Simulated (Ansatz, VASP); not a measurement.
## Two plane-wave programs on Ag

```xyz
4
Lattice="5.9761 0.0000 0.0000 0.0000 5.9761 0.0000 0.0000 0.0000 4.0526" Properties=species:S:1:pos:R:3 pbc="T T T"
Ag    0.9424    2.9881    0.0000
Ag    5.0337    2.9881    0.0000
Ag    2.9881    0.9424    0.0000
Ag    2.9881    5.0337    0.0000
```

Alike in both runs: task single point; functional PBE; k mesh 4 × 4 × 4; occupations gaussian, width 0.1 eV; no spin polarisation.

|  | VASP | Ansatz |
| --- | --- | --- |
| version | VASP 6.6.1 | Ansatz 0.2.0 |
| potentials or method | VASP PAW PBE potentials, release 64 (Ag), cutoff 520 eV | scalar-relativistic, plane waves, PAW |
| valence electrons in the cell | 44 | 76 |

```csv
,VASP,Ansatz,Ansatz less VASP
gap on the k mesh at the Fermi level (eV),none,none,-
pressure (GPa),27.7,33.0,+5.33
"traceless stress, the component that is largest in VASP (GPa)",-29.79,-35.09,-5.297
rms of the force components (eV/Å),12.706,14.911,+2.2056
```

Atom by atom the forces differ by 2.206 eV/Å (rms over components). A gap of «none» marks a metal or a gap that the smearing closes. VASP's potentials hold 44 valence electrons a cell and Ansatz's 76, so a difference there can come from the potentials and not from the codes.

The k mesh is coarse, so the values compare programs but aren't converged.
